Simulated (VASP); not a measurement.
The system is K.

```
K
1.0
     4.25485    0.00000    0.00000
     0.00000    4.25485    0.00000
     0.00000    0.00000    4.25485
K
1
Direct
  0.00000 0.00000 0.00000
```

This isn't the form of K at room conditions, which is bcc.

- Program: VASP 6.6.1
- Task: relaxation of cell and atoms
- Functional: BLYP
- Potentials or basis: VASP PAW PBE potentials, release 64 (K_sv)
- Cutoff: 600 eV
- k mesh: 8 × 8 × 8
- Occupations: fermi-dirac, width 0.1 eV
- Spin: no spin polarisation

At the start: pressure 0.3 GPa; volume 77.03 Å³/atom.

Q: Where does the relaxation end?

A: Over 5 steps the energy falls by 6.8 meV/atom and the volume is 85.49 Å³/atom (+11.0 %); space group Pm-3m (No. 221, to 0.1 Å) before and after.

The path:
```tsv
step	energy change (eV)	largest force (eV/Å)	pressure (GPa)	volume (Å³)
1	0.0000	0.0000	0.27	77.03
2	-0.0022	0.0000	0.21	78.48
3	-0.0056	0.0000	0.09	81.94
4	-0.0060	0.0000	-0.08	89.15
5	-0.0068	0.0000	0.00	85.49
```

Final structure:
```xyz
1
Lattice="4.4053 0.0000 0.0000 0.0000 4.4053 0.0000 0.0000 0.0000 4.4053" Properties=species:S:1:pos:R:3 pbc="T T T"
K     0.0000    0.0000    0.0000
```

Caveat: the PAW data sets were made with another functional, which shifts forces and pressure a little.
